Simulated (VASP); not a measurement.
## SnTe: single point with PBEsol

Crystal: SnTe.

```xyz
2
Lattice="0.0000 3.0645 3.0645 3.0645 0.0000 3.0645 3.0645 3.0645 0.0000" Properties=species:S:1:pos:R:3 pbc="T T T"
Sn    0.0000    0.0000    0.0000
Te    3.0645    3.0645    3.0645
```

| Property | Result |
| --- | --- |
| Program | VASP 6.6.1 |
| Task | single point |
| Functional | PBEsol |
| Potentials or basis | VASP PAW PBE potentials, release 64 (Sn_d, Te) |
| Cutoff | 500 eV |
| k mesh | 6 × 6 × 6 |
| Occupations | gaussian, width 0.01 eV |
| Spin | no spin polarisation |

```json
{"Pressure": "4.4 GPa", "Band gap on the k mesh": "0.31 eV, direct"}
```

Levels at points of the mesh, in eV from the valence-band top:
```
           k point  band 7  band 8  band 9  band 10  band 11  band 12  band 13  band 14
(0.00, 0.00, 0.00)   -4.25   -2.25   -2.25    -2.25     3.61     3.61     3.61     4.67
(0.50, 0.00, 0.00)   -8.74   -1.89   -1.89     0.00     0.31     0.31     0.40     8.02
(0.50, 0.50, 0.00)   -6.47   -6.11   -4.06    -4.06     1.87     5.44     5.44     7.13
```

Wall time 11 s on 1 thread of Intel(R) Xeon(R) Platinum 8259CL CPU @ 2.50GHz (Skylake/Cascade Lake), on a shared host, peak memory 0.17 GiB.

Caveat: the PAW data sets were made with another functional, which shifts forces and pressure a little; spin-orbit coupling is left out, which moves the levels of the heavy elements. A k mesh can miss the band edges.
